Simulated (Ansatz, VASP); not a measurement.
**One calculation of BiTe, two programs**

```
Bi Te
1.0
     0.00000    3.23500    3.23500
     3.23500    0.00000    3.23500
     3.23500    3.23500    0.00000
Bi Te
1 1
Direct
  0.97682 0.02318 0.02318
  0.50000 0.50000 0.50000
```

Change from the starting cell: all Bi atoms moved +0.150 Å, as atom 1 along Cartesian [1 0 0].

Alike in both runs: task single point; functional PBEsol; k mesh 14 × 14 × 14; occupations gaussian, width 0.15 eV; no spin polarisation.

|  | VASP | Ansatz |
| --- | --- | --- |
| version | VASP 6.6.1 | Ansatz 0.2.0 |
| potentials or method | VASP PAW PBE potentials, release 64 (Bi_d, Te), cutoff 520 eV | scalar-relativistic, plane waves, PAW |
| valence electrons in the cell | 21 | 31 |

|  | VASP | Ansatz | Ansatz less VASP |
| --- | --- | --- | --- |
| gap on the k mesh at the Fermi level (eV) | none | none | - |
| pressure (GPa) | -1.3 | -1.3 | +0.02 |
| traceless stress, the component that is largest in VASP (GPa) | 0.36 | 0.36 | -0.006 |
| rms of the force components (eV/Å) | 0.210 | 0.208 | -0.0021 |

VASP's potentials were made for PBE, not for PBEsol. Atom by atom the forces differ by 0.002 eV/Å (rms over components). A gap of «none» marks a metal or a gap that the smearing closes. VASP's potentials hold 21 valence electrons a cell and Ansatz's 31, so a difference there can come from the potentials and not from the codes.

Neither program's run includes spin-orbit coupling.
